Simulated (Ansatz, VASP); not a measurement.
## Two plane-wave programs on C

Contents of INCAR:

```
SYSTEM = C
ALGO = Normal ; EDIFF = 1E-6
ENCUT = 1300 ; GGA = PS
GGA_COMPAT = .FALSE. ; ISIF = 2
ISMEAR = 0 ; LASPH = .TRUE.
LCHARG = .FALSE. ; LREAL = .FALSE.
LWAVE = .FALSE. ; NBANDS = 11
NELM = 120 ; PREC = Accurate
SIGMA = 0.01
```

Contents of KPOINTS:

```
k-points
0
G
  12 12 12
  0 0 0
```

POSCAR

```
C
1.0
    0.0000000000      1.7649787203      1.7649787203
    1.7649787203      0.0000000000      1.7649787203
    1.7649787203      1.7649787203      0.0000000000
C
2
Direct
    0.5000000000      0.5000000000      0.5000000000
    0.7500000000      0.7500000000      0.7500000000
```

Input for Ansatz:

```yaml
crystal:
  lattice:
    - [0.0, 1.7649787203, 1.7649787203]
    - [1.7649787203, 0.0, 1.7649787203]
    - [1.7649787203, 1.7649787203, 0.0]
  atoms:
    - { symbol: C, position: [0.5, 0.5, 0.5] }
    - { symbol: C, position: [0.75, 0.75, 0.75] }
basis:
  ecutwfc: 420
kpoints:
  mp_grid: { grid: [12, 12, 12] }
hamiltonian:
  xc: pbesol
scf:
  occupations: { method: fixed }
output:
  forces: true
  stress: true
  eigenvalues: true
```

Alike in both runs: task single point; functional PBEsol; k mesh 12 × 12 × 12; no spin polarisation.

```csv
,VASP,Ansatz
version,VASP 6.6.1,Ansatz 0.2.0
potentials or method,"VASP PAW PBE potentials, release 64 (C_h), cutoff 1300 eV","scalar-relativistic, plane waves, PAW"
occupations,"gaussian, width 0.01 eV",fixed
valence electrons in the cell,8,8
```

```csv
,VASP,Ansatz,Ansatz less VASP
gap on the k mesh at the Fermi level (eV),4.11,4.11,-0.002
least direct gap on the mesh (eV),5.63,5.63,-0.003
pressure (GPa),9.6,9.4,-0.16
```

VASP's potentials were made for PBE, not for PBEsol.
